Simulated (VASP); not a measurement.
# B32HN32 (a cell with a defect) in VASP: a series of runs

B32HN32 (a cell with a defect) is run at these levels: PBEsol, r2SCAN, HSE06; tasks: single point.

Everything below comes from runs of VASP 6.6.1. Logs are shortened: lines on timing, memory, paths and dates and some standing lists are left out, and cuts for length are marked.

### Step 1. The cell of the first run

The cell holds a defect, 65 atoms: a = 7.212 Å, b = 7.212 Å, c = 7.212 Å, α = 90.00°, β = 90.00°, γ = 90.00°.

### Step 2. Single point, PBEsol, collinear spin

INCAR

```
SYSTEM = B32HN32
ALGO = Normal ; EDIFF = 1E-6
ENCUT = 520 ; GGA = PS
GGA_COMPAT = .False. ; ISIF = 2
ISMEAR = -1 ; ISPIN = 2
ISYM = -1 ; LASPH = .True.
LCHARG = .False. ; LORBIT = 11
LREAL = Auto ; LWAVE = .False.
MAGMOM = 0 0 0 0 0 0 0 0.091 0 0.091 0 0 0 0 0 0 0 0 0.091 0 0 0 0 0 0 0 0 0 0.091 0 0 0 0 0 0 0 0 0 0 0 0.091 0.091 0 0 0 0 0 0 0.091 0 0.091 0 0 0 0 0 0.091 0 0 0 0.091 0 0 0 0.091 ; NBANDS = 170
NELM = 200 ; PREC = Accurate
SIGMA = 0.05
```

KPOINTS

```
explicit points
1
Reciprocal
  0.25000000   0.25000000   0.25000000 1
```

POSCAR

```
B32HN32
1.0
    7.2115910000      0.0000000000      0.0000000000
    0.0000000000      7.2115910000      0.0000000000
    0.0000000000      0.0000000000      7.2115910000
B N H
32 32 1
Direct
    0.9996580000      0.0004360000      0.9994980000
    0.9994340000      0.0002160000      0.4995470000
    0.9994200000      0.5004550000      0.9992620000
    0.9982830000      0.5009100000      0.4999830000
    0.4997380000      0.0002160000      0.9992760000
    0.5001680000      0.9990800000      0.4999990000
    0.5001430000      0.5009150000      0.9981430000
    0.5004870000      0.5012920000      0.5003070000
    0.2492990000      0.2500590000      0.9982830000
    0.2489790000      0.2497840000      0.5002460000
    0.2496590000      0.7507910000      0.9992640000
    0.2492510000      0.7518360000      0.4999080000
    0.7500000000      0.2504530000      0.9992720000
    0.7510590000      0.2500160000      0.4999220000
    0.7497980000      0.7505140000      0.9994430000
    0.7499690000      0.7507700000      0.4994760000
    0.2492990000      0.9991870000      0.2491290000
    0.2496850000      0.0002260000      0.7498610000
    0.2489280000      0.5012300000      0.2487700000
    0.2492210000      0.5008420000      0.7508990000
    0.7500230000      0.0001960000      0.2495060000
    0.7497580000      0.0003950000      0.7496070000
    0.7510700000      0.5008170000      0.2490670000
    0.7499760000      0.5004110000      0.7498370000
    0.9984150000      0.2500500000      0.2491340000
    0.9994250000      0.2504150000      0.7498480000
    0.9994370000      0.7507790000      0.2494850000
    0.9996140000      0.7505250000      0.7495790000
    0.5004380000      0.2496940000      0.2487710000
    0.5000730000      0.2500370000      0.7509250000
    0.5001170000      0.7518500000      0.2490930000
    0.4996580000      0.7507560000      0.7498240000
    0.1249840000      0.1257450000      0.1248230000
    0.1244170000      0.1252070000      0.6255440000
    0.1244160000      0.6264710000      0.1242250000
    0.1249240000      0.6258090000      0.6248650000
    0.6257190000      0.1252010000      0.1242420000
    0.6250510000      0.1257100000      0.6248820000
    0.6250690000      0.6258230000      0.1247680000
    0.6255880000      0.6263870000      0.6254340000
    0.3750430000      0.3758180000      0.1200460000
    0.3749060000      0.3757500000      0.6298070000
    0.3750640000      0.8758360000      0.1241770000
    0.3750130000      0.8757880000      0.6254950000
    0.8750220000      0.3758040000      0.1241640000
    0.8749860000      0.3757530000      0.6255130000
    0.8750450000      0.8757810000      0.1247120000
    0.8749890000      0.8757640000      0.6248940000
    0.3750520000      0.1209400000      0.3748660000
    0.3750400000      0.1251310000      0.8749070000
    0.3749310000      0.6307200000      0.3747750000
    0.3749930000      0.6264450000      0.8748300000
    0.8750410000      0.1251010000      0.3748680000
    0.8750210000      0.1256730000      0.8748570000
    0.8749920000      0.6264130000      0.3748120000
    0.8749850000      0.6258350000      0.8748320000
    0.1201620000      0.3758420000      0.3748710000
    0.1243020000      0.3757940000      0.8748800000
    0.1243620000      0.8758110000      0.3748610000
    0.1249030000      0.8757990000      0.8748510000
    0.6299350000      0.3757150000      0.3747650000
    0.6256440000      0.3757760000      0.8748470000
    0.6256700000      0.8757880000      0.3748390000
    0.6250910000      0.8757840000      0.8748370000
    0.3751360000      0.3757290000      0.3751290000
```

Potentials or basis: VASP PAW PBE potentials, release 64 (B, N, H).

On the command line:

```
$ cat potpaw_PBE.64/B/POTCAR potpaw_PBE.64/N/POTCAR potpaw_PBE.64/H/POTCAR > POTCAR
$ mpirun -np 1 vasp_std > vasp.out
```

OUTCAR:

```text
SYSTEM = B32HN32
   EDIFF = 1E-6
   ENCUT = 520
   GGA = PS
   ISIF = 2
   ISMEAR = -1
   ISPIN = 2
   ISYM = -1
   LASPH = .True.
   LORBIT = 11
   LREAL = Auto
   NELM = 200
   PREC = Accurate

 ion  position               nearest neighbor table
   1  1.000  0.000  0.999-  47 1.56  54 1.56  60 1.56  33 1.57
   2  0.999  0.000  0.500-  53 1.56  59 1.56  48 1.56  34 1.57
   3  0.999  0.500  0.999-  58 1.56  45 1.56  56 1.56  35 1.57
   4  0.998  0.501  0.500-  57 1.55  55 1.56  46 1.56  36 1.57
   5  0.500  0.000  0.999-  43 1.56  50 1.56  64 1.56  37 1.57
   6  0.500  0.999  0.500-  49 1.55  44 1.56  63 1.56  38 1.57
[... 56 lines left out ...]
  63  0.626  0.876  0.375-  16 1.56   6 1.56  21 1.56  31 1.56
  64  0.625  0.876  0.875-   5 1.56  22 1.56  15 1.56  32 1.56
  65  0.375  0.376  0.375-

IMPORTANT INFORMATION: All symmetrisations will be switched off!
NOSYMM: (Re-)initialisation of all symmetry stuff for point group C_1.

----------------------------------------------------------------------------------------

                                     Primitive cell

  volume of cell :     375.0535

  direct lattice vectors                    reciprocal lattice vectors
     7.211591000  0.000000000  0.000000000     0.138665656  0.000000000  0.000000000
     0.000000000  7.211591000  0.000000000     0.000000000  0.138665656  0.000000000
     0.000000000  0.000000000  7.211591000     0.000000000  0.000000000  0.138665656

  length of vectors
     7.211591000  7.211591000  7.211591000     0.138665656  0.138665656  0.138665656

  position of ions in fractional coordinates (direct lattice)
     0.999658000  0.000436000  0.999498000
     0.999434000  0.000216000  0.499547000
     0.999420000  0.500455000  0.999262000
     0.998283000  0.500910000  0.499983000
     0.499738000  0.000216000  0.999276000
     0.500168000  0.999080000  0.499999000
[... 57 lines left out ...]
     0.625091000  0.875784000  0.874837000
     0.375136000  0.375729000  0.375129000

  ion indices of the primitive-cell ions
   primitive index   ion index
                 1           1
                 2           2
                 3           3
                 4           4
                 5           5
                 6           6
[... 57 lines left out ...]
                64          64
                65          65

----------------------------------------------------------------------------------------

 KPOINTS: explicit points

Read explicit list of k-points.

 Found      1 k-points:

 Following reciprocal coordinates:
            Coordinates               Weight
  0.250000  0.250000  0.250000      1.000000
   k-points           NKPTS =      1   k-points in BZ     NKDIM =      1   number of bands    NBANDS=    170
   number of dos      NEDOS =    301   number of ions     NIONS =     65
   total plane-waves  NPLWV = 157464
   dimension x,y,z NGX =    54 NGY =   54 NGZ =   54
   dimension x,y,z NGXF=   108 NGYF=  108 NGZF=  108
   ions per type =              32  32   1
   NGX,Y,Z   is equivalent  to a cutoff of  12.45, 12.45, 12.45 a.u.
   NGXF,Y,Z  is equivalent  to a cutoff of  24.90, 24.90, 24.90 a.u.
 SYSTEM =  B32HN32
   PREC   = accura    normal or accurate (medium, high low for compatibility)
   ISTART =      0    job   : 0-new  1-cont  2-samecut
   ICHARG =      2    charge: 1-file 2-atom 10-const
   ISPIN  =      2    spin polarized calculation?
   LNONCOLLINEAR =      F non collinear calculations
   LSORBIT =      F    spin-orbit coupling
   LASPH  =      T    aspherical Exc in radial PAW
   ENCUT  =  520.0 eV  38.22 Ry    6.18 a.u.  13.41 13.41 13.41*2*pi/ulx,y,z
   NELM   =    200;   NELMIN=  2; NELMDL= -5     # of ELM steps
   EDIFF  = 0.1E-05   stopping-criterion for ELM
   LREAL  =      T    real-space projection
   EDIFFG = 0.1E-04   stopping-criterion for IOM
   NSW    =      0    number of steps for IOM
   IBRION =     -1    ionic relax: 0-MD 1-quasi-New 2-CG
   NFREE  =      0    steps in history (QN), initial steepest desc. (CG)
   ISIF   =      2    stress and relaxation
   ISYM   =     -1    0-nonsym 1-usesym 2-fastsym
   POTIM  = 0.5000    time-step for ionic-motion
   TEBEG  =    0.0;   TEEND  =   0.0 temperature during run
   PSTRESS=    0.0 pullay stress
   NELECT =     257.0000    total number of electrons
   NUPDOWN=      -1.0000    fix difference up-down
   EMIN   =  10.00;   EMAX   =-10.00  energy-range for DOS
   EFERMI =   0.00;   METHOD = LEGACY
   ISMEAR =    -1;   SIGMA  =   0.05  broadening in eV -4-tet -1-fermi 0-gaus
   EFERMI_NEDOS =   21; number of points for ismear=-14 and -15
   IALGO  =     38    algorithm
   IMIX   =      4    mixing-type and parameters
     AMIX     =   0.40;   BMIX     =  1.00
     AMIX_MAG =   1.60;   BMIX_MAG =  1.00
  volume/ion in A,a.u.               =       5.77        38.94
  Fermi-wavevector in a.u.,A,eV,Ry     =   1.443294  2.727430 28.342260  2.083097
  Thomas-Fermi vector in A             =   2.561718
   LORBIT       =     11    0 simple, 1 ext, 2 COOP (PROOUT), +10 PAW based schemes
   GGA     = PS    functional components
   LHFCALC =     F    Hartree Fock is set to
   AEXX    =    0.0000 exact exchange contribution
   IVDW    =     0    specifies the selected vdW correction
   LEPSILON=     F    determine dielectric tensor
   LRPA    =     F    only Hartree local field effects (RPA)
 spin polarized calculation
  energy-cutoff  :      520.00
  volume of cell :      375.05
 maximum number of plane-waves:     10107
 NGX is ok and might be reduce to    54
   NGX = 27   NGY = 27   NGZ = 27

 number of electron     257.0000086 magnetization       1.0000770

 Free energy of the ion-electron system (eV)
  ---------------------------------------------------
  ext. energy  EPLUGINS =         0.00000000
  ---------------------------------------------------
  free energy    TOTEN  =      -585.36481749 eV

  energy without entropy =     -585.36481146  energy(sigma->0) =     -585.36481447

 E-fermi :  10.0514     XC(G=0): -13.0808

 val. band max:        9.4362308686   @ k =   0.2500   0.2500   0.2500
 cond. band min:      10.6666633455   @ k =   0.2500   0.2500   0.2500
 fundamental gap:      1.2304324769
 Fermi energy:        10.0514469398

 spin component 1

 k-point     1 :       0.2500    0.2500    0.2500
  band No.  band energies     occupation
      1     -12.5354      1.00000
      2     -11.5968      1.00000
      3     -11.4947      1.00000
      4     -11.4944      1.00000
      5     -10.6272      1.00000
      6     -10.5512      1.00000
[... 132 lines left out ...]
    139      15.6807      0.00000
    140      15.6811      0.00000
 Fermi energy:        10.0514469398

 spin component 2

 k-point     1 :       0.2500    0.2500    0.2500
  band No.  band energies     occupation
      1     -12.4989      1.00000
      2     -11.5312      1.00000
      3     -11.4804      1.00000
      4     -11.4800      1.00000
      5     -10.5746      1.00000
      6     -10.5370      1.00000
[... 132 lines left out ...]
    139      15.6970      0.00000
    140      15.6974      0.00000
 [bands above 140 left out]

------------------------ aborting loop because EDIFF is reached ----------------------------------------

  FORCE on cell =-STRESS in cart. coord.  units (eV):
  Direction    XX          YY          ZZ          XY          YZ          ZX
  --------------------------------------------------------------------------------------
  -------------------------------------------------------------------------------------
  Total        7.7560696      7.7565092      7.7569250     -2.9997069     -2.9952143     -3.0015995
  in kB       33.1328669     33.1347446     33.1365211    -12.8143368    -12.7951451    -12.8224218
  external PRESSURE =      33.1347109 kB  Pullay stress =       0.0000000 kB

 VOLUME and BASIS-vectors are now :
 -----------------------------------------------------------------------------
  energy-cutoff  :      520.00
  volume of cell :      375.05
      direct lattice vectors                 reciprocal lattice vectors
     7.211591000  0.000000000  0.000000000     0.138665656  0.000000000  0.000000000
     0.000000000  7.211591000  0.000000000     0.000000000  0.138665656  0.000000000
     0.000000000  0.000000000  7.211591000     0.000000000  0.000000000  0.138665656

 POSITION                                       TOTAL-FORCE (eV/Angst)
 -----------------------------------------------------------------------------------
      7.20912      0.00314      7.20797         0.001709     -0.002640     -0.002582
      7.20751      0.00156      3.60253         0.003654     -0.003940      0.002075
      7.20741      3.60908      7.20627         0.001008      0.004352     -0.000292
      7.19921      3.61236      3.60567         0.000025      0.004172      0.002008
      3.60391      0.00156      7.20637        -0.000515     -0.002409     -0.000426
      3.60701      7.20496      3.60579        -0.002531      0.001771     -0.000246
[... 57 lines left out ...]
      4.50790      6.31580      6.30897        -0.003663     -0.005100     -0.000786
      2.70533      2.70960      2.70528        -0.008680     -0.001466     -0.013902
 -----------------------------------------------------------------------------------
    total drift:                               -0.007609     -0.002427     -0.003188

  FREE ENERGIE OF THE ION-ELECTRON SYSTEM (eV)
  ---------------------------------------------------
  free  energy   TOTEN  =      -585.3648174858 eV

  energy  without entropy=     -585.3648114562  energy(sigma->0) =     -585.36481447

 total charge

# of ion       s       p       d       tot
------------------------------------------
    1        0.678   1.372   0.000   2.050
    2        0.679   1.375   0.000   2.054
    3        0.679   1.376   0.000   2.054
    4        0.680   1.379   0.000   2.058
    5        0.679   1.376   0.000   2.054
    6        0.680   1.379   0.000   2.058
[... 57 lines left out ...]
   64        1.208   2.763   0.000   3.971
   65        0.542   0.043   0.000   0.585
--------------------------------------------------
tot         60.928 132.247   0.000 193.175

 magnetization (x)

# of ion       s       p       d       tot
------------------------------------------
    1        0.000   0.000   0.000   0.000
    2        0.000   0.001   0.000   0.001
    3        0.000   0.001   0.000   0.001
    4        0.001   0.004   0.000   0.005
    5        0.000   0.001   0.000   0.001
    6        0.001   0.004   0.000   0.005
[... 57 lines left out ...]
   64       -0.000   0.000   0.000   0.000
   65        0.292   0.004   0.000   0.296
--------------------------------------------------
tot          0.371   0.283   0.000   0.654
```

It took 3.4 min on 1 thread of AMD EPYC 9R45 (Zen 5), shared host; peak memory 0.53 GiB.

What came out:

| Item | Value |
| --- | --- |
| Free energy | -585.3648 eV |
| Pressure | 3.3 GPa |
| Largest force | 0.016 eV/Å |
| Band gap on the k mesh | 1.23 eV |
| Net moment | 1.00 μB per cell |
| Site moments | B +0.00, +0.01, -0.00 (each value once); N +0.00, +0.01, +0.04, -0.00 (each value once); H +0.30 μB |
| Valence electrons inside the program's atomic spheres | B 2.05, 2.06, 2.01, 2.02 (each value once); N 3.97, 3.96 (each value once); H 0.58 |

Forces in eV/Å, atoms in the order of the input:
```
B    0.002 -0.003 -0.003
B    0.004 -0.004  0.002
B    0.001  0.004  0.000
B    0.000  0.004  0.002
B   -0.001 -0.002  0.000
B   -0.003  0.002  0.000
B    0.001  0.007  0.001
B    0.000  0.000  0.005
B   -0.001  0.004 -0.004
B   -0.006 -0.006  0.007
B    0.005  0.001 -0.001
B    0.004  0.001  0.003
B    0.004 -0.001 -0.004
B    0.000  0.005 -0.001
B   -0.005  0.006  0.000
B    0.005 -0.002  0.001
B    0.002 -0.002  0.001
B   -0.001 -0.002 -0.002
B    0.006  0.001  0.004
B    0.003  0.006  0.002
B    0.002  0.001 -0.002
B    0.003 -0.001  0.000
B   -0.003  0.009  0.006
B    0.000  0.004 -0.004
B   -0.001  0.004  0.001
B   -0.001  0.005  0.001
B    0.000  0.000  0.003
B   -0.001  0.004  0.003
B    0.003  0.008  0.004
B    0.000  0.003 -0.003
B   -0.005 -0.002  0.000
B   -0.001  0.005  0.000
N    0.000  0.002  0.002
N    0.001 -0.004 -0.003
N   -0.003  0.001  0.001
N    0.000  0.000  0.002
N    0.001 -0.006  0.001
N   -0.004  0.002  0.002
N   -0.004 -0.004  0.000
N    0.003 -0.003  0.000
N    0.001  0.003  0.005
N    0.010 -0.007 -0.006
N   -0.005 -0.005 -0.001
N   -0.003 -0.002  0.000
N    0.004 -0.005  0.002
N    0.000  0.001 -0.006
N   -0.006  0.000  0.002
N    0.001  0.001  0.000
N    0.004  0.006  0.006
N    0.000 -0.003 -0.004
N    0.003 -0.008 -0.004
N   -0.002 -0.005  0.002
N    0.000  0.002 -0.001
N   -0.004 -0.005 -0.001
N   -0.001  0.002  0.002
N    0.003 -0.004 -0.004
N    0.008 -0.001  0.000
N    0.007 -0.002  0.001
N   -0.006  0.000  0.000
N   -0.004 -0.002 -0.003
N   -0.005 -0.004  0.002
N   -0.001 -0.001 -0.001
N   -0.002 -0.002 -0.002
N   -0.004 -0.005 -0.001
H   -0.009 -0.001 -0.014
```

Stress tensor (GPa, compression positive):
```
 3.31 -1.28 -1.28
-1.28  3.31 -1.28
-1.28 -1.28  3.31
```

Levels at points of the mesh, in eV from the valence-band top:
Spin up:
| k point | band 127 | band 128 | band 129 | band 130 | band 131 | band 132 |
| --- | --- | --- | --- | --- | --- | --- |
| (0.25, 0.25, 0.25) | -2.36 | -2.36 | 0.00 | 3.49 | 3.49 | 4.00 |
Spin down:
```csv
k point,band 126,band 127,band 128,band 129,band 130,band 131
"(0.25, 0.25, 0.25)",-3.17,-2.34,-2.34,1.23,3.50,3.50
```

Caveat: the PAW data sets were made with another functional, which shifts forces and pressure a little.

[end of part 1 of 4]
